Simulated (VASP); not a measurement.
# Au: single point with PBEsol

The system is Au.

```xyz
2
Lattice="2.8652 0.0000 0.0000 -1.4326 2.4813 0.0000 0.0000 0.0000 4.7906" Properties=species:S:1:pos:R:3 pbc="T T T"
Au    0.0175    1.6589    3.6948
Au    1.4151    0.8224    1.0958
```

This cell differs from its parent crystal: atoms moved at random.

- Program: VASP 6.6.1
- Task: single point
- Functional: PBEsol
- Potentials or basis: VASP PAW PBE potentials, release 64 (Au)
- Cutoff: 520 eV
- k mesh: 12 × 12 × 8
- Occupations: gaussian, width 0.15 eV
- Spin: no spin polarisation

```yaml
Pressure: 4.1 GPa
Largest_force: 1.739 eV/Å
Band_gap_on_the_k_mesh: zero (band 11 reaches 13.50 eV, above the bottom of band 12 at 6.95 eV)
```

Forces in eV/Å, atoms in the order of the input:
```
Au  -0.037 -0.008 -1.738
Au   0.037  0.008  1.738
```

Stress tensor (GPa, compression positive):
```
 3.27 -0.25  0.41
-0.25  3.41  0.09
 0.41  0.09  5.52
```

Levels at points of the mesh, in eV from the Fermi level:
| k point | band 9 | band 10 | band 11 | band 12 | band 13 | band 14 |
| --- | --- | --- | --- | --- | --- | --- |
| (0.00, 0.00, 0.00) | -3.45 | -2.16 | -2.04 | -1.08 | 2.56 | 14.45 |
| (0.50, 0.00, 0.00) | -1.88 | -1.64 | 0.27 | 1.61 | 5.49 | 7.31 |
| (0.00, 0.50, 0.00) | -1.91 | -1.63 | 0.36 | 1.54 | 5.60 | 7.19 |
| (0.50, 0.50, 0.00) | -1.91 | -1.63 | 0.39 | 1.51 | 5.64 | 7.15 |
| (0.00, 0.00, 0.50) | -2.92 | -2.83 | -2.34 | -2.33 | 9.30 | 12.28 |
| (0.50, 0.00, 0.50) | -1.82 | -1.70 | 0.25 | 0.74 | 3.65 | 4.24 |
| (0.00, 0.50, 0.50) | -1.84 | -1.69 | 0.17 | 0.63 | 3.73 | 4.29 |
| (0.50, 0.50, 0.50) | -1.85 | -1.69 | 0.14 | 0.59 | 3.76 | 4.30 |

Run time: 5.8 min on 1 thread of AMD EPYC 7R43 64-Core Processor (Zen 3) (shared host), peak memory 0.35 GiB.

Caveat: the cell differs from its parent crystal (atoms moved at random); the PAW data sets were made with another functional, which shifts forces and pressure a little; spin-orbit coupling is left out, which moves the levels of the heavy elements.
